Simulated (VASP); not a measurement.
Set up this calculation in VASP 6.6.1, as the native input.

```yaml
Task: single point
Functional: r2SCAN
Potentials_or_basis: VASP PAW PBE potentials, release 64 (Cd, Se)
Cutoff: 550 eV
k_mesh: 6 × 6 × 6
Occupations: gaussian, width 0.01 eV
Spin: no spin polarisation
Dipole_correction: no
Further_INCAR_settings: ALGO = Normal; EDIFF = 1e-06; NBANDS = 16
```

The system is CdSe.

```
Cd Se
1.0
     0.00000    2.84818    2.84818
     2.84818    0.00000    2.84818
     2.84818    2.84818    0.00000
Cd Se
1 1
Direct
  0.00000 0.00000 0.00000
  0.50000 0.50000 0.50000
```

One way to write it, as run:

POSCAR

```
CdSe
1.0
    0.0000000000      2.8481812034      2.8481812034
    2.8481812034      0.0000000000      2.8481812034
    2.8481812034      2.8481812034      0.0000000000
Cd Se
1 1
Direct
    0.0000000000      0.0000000000      0.0000000000
    0.5000000000      0.5000000000      0.5000000000
```

INCAR.step1

```
PREC = Accurate
ENCUT = 550
ISMEAR = 0
SIGMA = 0.01
LREAL = F
LASPH = T
NELM = 120
NBANDS = 16
GGA = PE
ALGO = Normal
EDIFF = 1E-5
LWAVE = T
LCHARG = F
GGA_COMPAT = F
```

INCAR.step2

```
PREC = Accurate
ENCUT = 550
EDIFF = 1E-6
ISMEAR = 0
SIGMA = 0.01
LREAL = F
LASPH = T
NELM = 120
ALGO = Normal
ISIF = 2
LWAVE = F
LCHARG = F
METAGGA = R2SCAN
LMIXTAU = T
NBANDS = 16
ISTART = 1
GGA_COMPAT = F
```

KPOINTS

```
Automatic mesh
0
Gamma
  6 6 6
```

Potentials or basis: VASP PAW PBE potentials, release 64 (Cd, Se).

Command:

```console
$ cat potpaw_PBE.64/Cd/POTCAR potpaw_PBE.64/Se/POTCAR > POTCAR
$ cp INCAR.step1 INCAR
$ mpirun -np 1 vasp_std > vasp.out
$ cp INCAR.step2 INCAR
$ mpirun -np 1 vasp_std > vasp.out
```

Results of the run:

The pressure is 0.0 GPa and the band gap on the k mesh is 0.04 eV (least direct gap 1.45 eV).

Caveat: the PAW data sets were made with another functional, which shifts forces and pressure a little.

It took 38 s on 1 thread of AMD EPYC 9R45 96-Core Processor (Zen 5), with other jobs on the host, peak memory 0.16 GiB.
